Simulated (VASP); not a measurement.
# NaMo18S36 (a cell with a defect) in VASP: single point with PBE

Aim: the single point of NaMo18S36 (a cell with a defect) with PBE.

Everything below comes from runs of VASP 6.6.1. Logs are shortened: lines on timing, memory, paths and dates and some standing lists are left out, and cuts for length are marked.

## Step 1: The cell of the first run

The cell holds a defect, 55 atoms: a = 9.367 Å, b = 9.367 Å, c = 12.083 Å, α = 90.00°, β = 90.00°, γ = 120.00°.

## Step 2: Single point, PBE

File INCAR:

```
SYSTEM = NaMo18S36
  PREC = Accurate
  ENCUT = 520
  EDIFF = 1E-6
  ISMEAR = -1
  SIGMA = 0.01
  LREAL = Auto
  LASPH = .TRUE.
  NELM = 100
  ALGO = Normal
  ISIF = 2
  LWAVE = .FALSE.
  LCHARG = .FALSE.
  GGA = PE
  NELECT = 474.0
  NBANDS = 270
```

File KPOINTS:

```
Automatic mesh
0
Gamma
  1 1 1
  0.25 0.25 0.25
```

File POSCAR:

```
NaMo18S36
1.0
    9.3669868000      0.0000000800      0.0000000000
   -4.6834934700      8.1120484800      0.0000000000
    0.0000000000      0.0000000000     12.0827026900
Mo S Na
18 36 1
Direct
    0.1946197370      0.1386681782      0.2565225744
    0.1389034773      0.1942462490      0.7431521929
    0.1876395612      0.4679294009      0.2627566101
    0.1391715864      0.5273173600      0.7427464889
    0.1936577572      0.8045154070      0.2577750260
    0.1357581479      0.8595764690      0.7422310414
    0.5276615248      0.1389367877      0.2569387892
    0.4681977137      0.1872798180      0.7369098809
    0.5274815549      0.4721534847      0.2596355369
    0.4723542108      0.5270372795      0.7400364165
    0.5269863017      0.8070391805      0.2607254420
    0.4684076727      0.8626040611      0.7378762210
    0.8599213947      0.1354805674      0.2574357807
    0.8047367386      0.1932850795      0.7419191078
    0.8630598645      0.4681901175      0.2617752899
    0.8072871003      0.5266292412      0.7389472562
    0.8627435043      0.8063376282      0.2593129269
    0.8065605559      0.8623580040      0.7403591092
    0.2444190595      0.0806631003      0.6104745097
    0.0809458525      0.2440553700      0.3892010853
    0.2494591325      0.0815703927      0.8722687523
    0.0820379438      0.2493020103      0.1273960834
    0.2492647438      0.4158683209      0.6124722415
    0.0830532140      0.5843136915      0.3916412678
    0.2516625953      0.4173745988      0.8736124086
    0.0822574684      0.5801497618      0.1288389725
    0.2451335169      0.7482118722      0.6109465067
    0.0848350375      0.9173687770      0.3875107350
    0.2488371946      0.7506180461      0.8723305762
    0.0837256773      0.9159545843      0.1263493805
    0.5846288778      0.0827188046      0.6080448380
    0.4161732938      0.2489927139      0.3871877940
    0.5802454117      0.0817133866      0.8708232976
    0.4178705420      0.2515523633      0.1260633518
    0.5824761980      0.4147476389      0.6092234651
    0.4150218495      0.5821483906      0.3904364049
    0.5830446026      0.4024525940      0.8621662113
    0.4028997204      0.5828985095      0.1375090526
    0.5827322332      0.7502107474      0.6102053646
    0.4151668221      0.9179735532      0.3883541721
    0.5819053317      0.7615203445      0.8638029312
    0.4164852899      0.9157743553      0.1271866932
    0.9176834256      0.0845476859      0.6121733018
    0.7485060694      0.2448327257      0.3886925898
    0.9160636082      0.0832044986      0.8733161173
    0.7510943886      0.2487233582      0.1273505638
    0.9182761238      0.4148440354      0.6113431895
    0.7505470601      0.5824268619      0.3894708097
    0.9159138424      0.4160210501      0.8725012334
    0.7620763470      0.5818016190      0.1358640564
    0.9157457664      0.7499332557      0.6103691524
    0.7501946037      0.9154034222      0.3893088426
    0.9129112049      0.7473605393      0.8723577225
    0.7478525364      0.9127513178      0.1273126584
    0.5777912023      0.5774101283     -0.0001493871
```

Potentials or basis: VASP PAW PBE potentials, release 64 (Mo_sv, S, Na_pv).

Launch:

```console
> cat potpaw_PBE.64/Mo_sv/POTCAR potpaw_PBE.64/S/POTCAR potpaw_PBE.64/Na_pv/POTCAR > POTCAR
> mpirun -np 1 vasp_std > vasp.out
```

OUTCAR:

```text
SYSTEM = NaMo18S36
   PREC = Accurate
   ENCUT = 520
   EDIFF = 1E-6
   ISMEAR = -1
   LREAL = Auto
   LASPH = .TRUE.
   NELM = 100
   ISIF = 2
   GGA = PE
   NELECT = 474.0

 ion  position               nearest neighbor table
   1  0.195  0.139  0.257-  22 2.39  32 2.39  28 2.39  20 2.39  30 2.40  34 2.40  17 3.11   3 3.12
                             7 3.12  13 3.12   9 3.12   5 3.13
   2  0.139  0.194  0.743-  21 2.39  43 2.39  23 2.39  19 2.39  45 2.40  25 2.40  18 3.11   8 3.12
                             4 3.12   6 3.12  10 3.12  14 3.13
   3  0.188  0.468  0.263-  38 2.31  20 2.37  24 2.38  26 2.39  36 2.40  22 2.41  15 3.04  13 3.09
                             1 3.12   5 3.13   9 3.16  11 3.18
   4  0.139  0.527  0.743-  23 2.39  47 2.39  29 2.39  49 2.40  27 2.40  25 2.40  16 3.11  12 3.11
                             2 3.12  10 3.12   6 3.13  14 3.13
   5  0.194  0.805  0.258-  28 2.39  40 2.39  26 2.40  30 2.40  42 2.40  24 2.41  17 3.11  11 3.11
                            15 3.12   1 3.13   3 3.13   7 3.13
   6  0.136  0.860  0.742-  21 2.39  29 2.39  27 2.39  51 2.39  53 2.40  19 2.40   8 3.09  18 3.10
                            16 3.10  12 3.10   2 3.12   4 3.13
   7  0.528  0.139  0.257-  32 2.39  40 2.39  42 2.39  46 2.40  44 2.40  34 2.40  11 3.11  15 3.11
                             1 3.12   9 3.12  13 3.13   5 3.13
   8  0.468  0.187  0.737-  37 2.31  19 2.37  31 2.38  33 2.39  35 2.41  21 2.41  12 3.04   6 3.09
                             2 3.12  14 3.13  10 3.16  16 3.18
   9  0.527  0.472  0.260-  32 2.38  48 2.39  36 2.40  34 2.41  38 2.41  50 2.42   1 3.12   7 3.12
[... 42 lines left out ...]
  42  0.416  0.916  0.127-   7 2.39   5 2.40  11 2.40
  43  0.918  0.085  0.612-  18 2.38  14 2.39   2 2.39
  44  0.749  0.245  0.389-  15 2.37  13 2.39   7 2.40
  45  0.916  0.083  0.873-   2 2.40  14 2.40  18 2.41
  46  0.751  0.249  0.127-  13 2.39   7 2.40  15 2.41
  47  0.918  0.415  0.611-  16 2.38  14 2.39   4 2.39
  48  0.751  0.582  0.389-   9 2.39  15 2.40  17 2.40
  49  0.916  0.416  0.873-   4 2.40  14 2.40  16 2.40
  50  0.762  0.582  0.136-  15 2.31  17 2.36  55 2.37   9 2.42
  51  0.916  0.750  0.610-  16 2.39  18 2.39   6 2.39
  52  0.750  0.915  0.389-  11 2.39  17 2.39  13 2.39
  53  0.913  0.747  0.872-   6 2.40  18 2.40  16 2.41
  54  0.748  0.913  0.127-  13 2.40  17 2.40  11 2.41
  55  0.578  0.577  1.000-  37 2.35  38 2.35  50 2.37  41 2.37

  LATTYP: Found a hexagonal cell.
 ALAT       =     9.3669868000
 C/A-ratio  =     1.2899241718

  Lattice vectors:

 A1 = (   9.3669868000,   0.0000000800,   0.0000000000)
 A2 = (  -4.6834934700,   8.1120484800,   0.0000000000)
 A3 = (   0.0000000000,   0.0000000000,  12.0827026900)

Analysis of symmetry for initial positions (statically):
=====================================================================
 Subroutine PRICEL returns:
 Original cell was already a primitive cell.

 Routine SETGRP: Setting up the symmetry group for a
 hexagonal supercell.

 Subroutine GETGRP returns: Found  1 space group operations
 (whereof  1 operations were pure point group operations)
 out of a pool of 24 trial point group operations.

The static configuration has the point symmetry C_1 .

Analysis of symmetry for dynamics (positions and initial velocities):
=====================================================================
 Subroutine PRICEL returns:
 Original cell was already a primitive cell.

 Routine SETGRP: Setting up the symmetry group for a
 hexagonal supercell.

 Subroutine GETGRP returns: Found  1 space group operations
 (whereof  1 operations were pure point group operations)
 out of a pool of 24 trial point group operations.

The dynamic configuration has the point symmetry C_1 .

 Subroutine INISYM returns: Found  1 space group operations
 (whereof  1 operations are pure point group operations),
 and found     1 'primitive' translations

----------------------------------------------------------------------------------------

                                     Primitive cell

  volume of cell :     918.1096

  direct lattice vectors                    reciprocal lattice vectors
     9.366986800  0.000000080  0.000000000     0.106757917  0.061636713  0.000000000
    -4.683493470  8.112048480  0.000000000    -0.000000001  0.123273424  0.000000000
     0.000000000  0.000000000 12.082702690     0.000000000  0.000000000  0.082762940

  length of vectors
     9.366986800  9.366986795 12.082702690     0.123273424  0.123273424  0.082762940
[... 127 lines left out ...]
     0.106757917  0.061636713  0.000000000     1.000000000  0.000000000  0.000000000
    -0.000000001  0.123273424  0.000000000     0.000000000  1.000000000  0.000000000
     0.000000000  0.000000000  0.082762940     0.000000000  0.000000000  1.000000000

  Length of vectors
     0.123273424  0.123273424  0.082762940

  Shift w.r.t. Gamma in fractional coordinates (k-lattice)
     0.250000000  0.250000000  0.250000000

 Subroutine IBZKPT returns following result:
 ===========================================

 Found      6 irreducible k-points:

 Following reciprocal coordinates:
            Coordinates               Weight
  0.250000  0.250000  0.250000      2.000000
 -0.250000  0.500000  0.250000      2.000000
  0.500000  0.250000  0.250000      2.000000
 -0.250000 -0.250000  0.250000      2.000000
  0.250000  0.500000  0.250000      2.000000
  0.500000 -0.250000  0.250000      2.000000
   k-points           NKPTS =      6   k-points in BZ     NKDIM =      6   number of bands    NBANDS=    270
   number of dos      NEDOS =    301   number of ions     NIONS =     55
   total plane-waves  NPLWV = 441000
   dimension x,y,z NGX =    70 NGY =   70 NGZ =   90
   dimension x,y,z NGXF=   140 NGYF=  140 NGZF=  180
   ions per type =              18  36   1
   NGX,Y,Z   is equivalent  to a cutoff of  12.42, 12.42, 12.38 a.u.
   NGXF,Y,Z  is equivalent  to a cutoff of  24.85, 24.85, 24.77 a.u.
 SYSTEM =  NaMo18S36
   PREC   = accura    normal or accurate (medium, high low for compatibility)
   ISTART =      0    job   : 0-new  1-cont  2-samecut
   ICHARG =      2    charge: 1-file 2-atom 10-const
   ISPIN  =      1    spin polarized calculation?
   LNONCOLLINEAR =      F non collinear calculations
   LSORBIT =      F    spin-orbit coupling
   LASPH  =      T    aspherical Exc in radial PAW
   ENCUT  =  520.0 eV  38.22 Ry    6.18 a.u.  17.42 17.42 22.47*2*pi/ulx,y,z
   NELM   =    100;   NELMIN=  2; NELMDL= -5     # of ELM steps
   EDIFF  = 0.1E-05   stopping-criterion for ELM
   LREAL  =      T    real-space projection
   EDIFFG = 0.1E-04   stopping-criterion for IOM
   NSW    =      0    number of steps for IOM
   IBRION =     -1    ionic relax: 0-MD 1-quasi-New 2-CG
   NFREE  =      0    steps in history (QN), initial steepest desc. (CG)
   ISIF   =      2    stress and relaxation
   ISYM   =      2    0-nonsym 1-usesym 2-fastsym
   POTIM  = 0.5000    time-step for ionic-motion
   TEBEG  =    0.0;   TEEND  =   0.0 temperature during run
   PSTRESS=    0.0 pullay stress
   NELECT =     474.0000    total number of electrons
   NUPDOWN=      -1.0000    fix difference up-down
   EMIN   =  10.00;   EMAX   =-10.00  energy-range for DOS
   EFERMI =   0.00;   METHOD = LEGACY
   ISMEAR =    -1;   SIGMA  =   0.01  broadening in eV -4-tet -1-fermi 0-gaus
   EFERMI_NEDOS =   21; number of points for ismear=-14 and -15
   IALGO  =     38    algorithm
   IMIX   =      4    mixing-type and parameters
     AMIX     =   0.40;   BMIX     =  1.00
     AMIX_MAG =   1.60;   BMIX_MAG =  1.00
  volume/ion in A,a.u.               =      16.69       112.65
  Fermi-wavevector in a.u.,A,eV,Ry     =   1.313317  2.481809 23.467335  1.724800
  Thomas-Fermi vector in A             =   2.443648
   LORBIT       =      0    0 simple, 1 ext, 2 COOP (PROOUT), +10 PAW based schemes
   GGA     = PE    functional components
   LHFCALC =     F    Hartree Fock is set to
   AEXX    =    0.0000 exact exchange contribution
   IVDW    =     0    specifies the selected vdW correction
   LEPSILON=     F    determine dielectric tensor
   LRPA    =     F    only Hartree local field effects (RPA)
 non-spin polarized calculation
  energy-cutoff  :      520.00
  volume of cell :      918.11
 maximum number of plane-waves:     24710
 NGX is ok and might be reduce to    70
   NGX = 35   NGY = 35   NGZ = 45

 number of electron     473.9999982 magnetization

 Free energy of the ion-electron system (eV)
  ---------------------------------------------------
  ext. energy  EPLUGINS =         0.00000000
  ---------------------------------------------------
  free energy    TOTEN  =      -399.80038721 eV

  energy without entropy =     -399.80038721  energy(sigma->0) =     -399.80038721

 E-fermi :   8.1323     XC(G=0): -11.1483

 val. band max:        7.8212660404   @ k =   0.2500   0.5000   0.2500
 cond. band min:       9.2641522138   @ k =   0.5000  -0.2500   0.2500
 fundamental gap:      1.4428861734
 Fermi energy:         8.1322635611

 k-point     1 :       0.2500    0.2500    0.2500
  band No.  band energies     occupation
      1     -53.2417      2.00000
      2     -53.2416      2.00000
      3     -53.2277      2.00000
      4     -53.2277      2.00000
      5     -53.2212      2.00000
      6     -53.2212      2.00000
[... 1501 lines left out ...]
    248       9.9353      0.00000
    249       9.9531      0.00000
 [bands above 249 left out]

------------------------ aborting loop because EDIFF is reached ----------------------------------------

  FORCE on cell =-STRESS in cart. coord.  units (eV):
  Direction    XX          YY          ZZ          XY          YZ          ZX
  --------------------------------------------------------------------------------------
  -------------------------------------------------------------------------------------
  Total       34.9270612     35.7598380     34.0739679      0.7095568      0.0918423      0.2989401
  in kB       60.9506147     62.4038793     59.4618963      1.2382353      0.1602723      0.5216753
  external PRESSURE =      60.9387968 kB  Pullay stress =       0.0000000 kB

 VOLUME and BASIS-vectors are now :
 -----------------------------------------------------------------------------
  energy-cutoff  :      520.00
  volume of cell :      918.11
      direct lattice vectors                 reciprocal lattice vectors
     9.366986800  0.000000080  0.000000000     0.106757917  0.061636713  0.000000000
    -4.683493470  8.112048480  0.000000000    -0.000000001  0.123273424  0.000000000
     0.000000000  0.000000000 12.082702690     0.000000000  0.000000000  0.082762940

 POSITION                                       TOTAL-FORCE (eV/Angst)
 -----------------------------------------------------------------------------------
      1.17355      1.12488      3.09949         0.103267     -0.047717     -0.013481
      0.39136      1.57574      8.97929        -0.094179      0.061412      0.011785
     -0.43393      3.79587      3.17481         0.114595     -0.020315     -0.024857
     -1.16607      4.27762      8.97438        -0.112365      0.032411      0.012027
     -1.95395      6.52627      3.11462         0.119839     -0.055072     -0.005481
     -2.75418      6.97293      8.96816        -0.070861      0.034411      0.004793
[... 47 lines left out ...]
      2.73026      7.40428      1.53828        -0.045441      0.023287      0.026122
      2.70787      4.68398     12.08090         0.002696      0.004642      0.000281
 -----------------------------------------------------------------------------------
    total drift:                                0.003053     -0.001549     -0.002224

  FREE ENERGIE OF THE ION-ELECTRON SYSTEM (eV)
  ---------------------------------------------------
  free  energy   TOTEN  =      -399.8003872143 eV

  energy  without entropy=     -399.8003872143  energy(sigma->0) =     -399.80038721
```

Wall time 81 min (1 thread of AMD EPYC 7R13 (Zen 3), shared host); peak memory 1.4 GiB.

What came out:

| Property | Result |
| --- | --- |
| Free energy | -399.8004 eV |
| Largest force | 0.136 eV/Å |

Forces in eV/Å, atoms in the order of the input:
```
Mo   0.103 -0.048 -0.013
Mo  -0.094  0.061  0.012
Mo   0.115 -0.020 -0.025
Mo  -0.112  0.032  0.012
Mo   0.120 -0.055 -0.005
Mo  -0.071  0.034  0.005
Mo   0.091 -0.078 -0.015
Mo  -0.076  0.085  0.025
Mo   0.093 -0.079  0.007
Mo  -0.118  0.047 -0.008
Mo   0.104 -0.084 -0.016
Mo  -0.104  0.086 -0.001
Mo   0.068 -0.038 -0.005
Mo  -0.104  0.071  0.005
Mo   0.117 -0.046  0.007
Mo  -0.128  0.043  0.016
Mo   0.093 -0.053  0.003
Mo  -0.092  0.050 -0.001
S    0.028 -0.035  0.058
S   -0.045  0.014 -0.060
S    0.053 -0.013 -0.034
S   -0.044  0.030  0.036
S    0.040 -0.021  0.049
S   -0.031  0.016 -0.070
S    0.055 -0.025 -0.023
S   -0.061  0.009  0.031
S    0.044 -0.040  0.060
S   -0.034  0.022 -0.064
S    0.051 -0.022 -0.020
S   -0.061  0.005  0.033
S    0.027 -0.023  0.068
S   -0.034  0.030 -0.046
S    0.044 -0.039 -0.032
S   -0.055  0.026  0.023
S    0.039 -0.019  0.058
S   -0.029  0.029 -0.057
S    0.071 -0.031 -0.046
S   -0.063  0.037  0.046
S    0.041 -0.026  0.045
S   -0.017  0.023 -0.057
S    0.044 -0.023 -0.015
S   -0.049  0.042  0.023
S    0.033 -0.027  0.063
S   -0.052  0.023 -0.055
S    0.040 -0.039 -0.031
S   -0.049  0.023  0.019
S    0.025 -0.007  0.056
S   -0.038  0.028 -0.047
S    0.066 -0.015 -0.024
S   -0.048  0.020  0.016
S    0.044 -0.024  0.054
S   -0.038  0.033 -0.055
S    0.045 -0.015 -0.028
S   -0.045  0.023  0.026
Na   0.003  0.005  0.000
```

Caveat: the cell carries a net charge on a neutralising background, which shifts energy and pressure; the cell is charged against a uniform background, so pressure and absolute levels hang on convention.
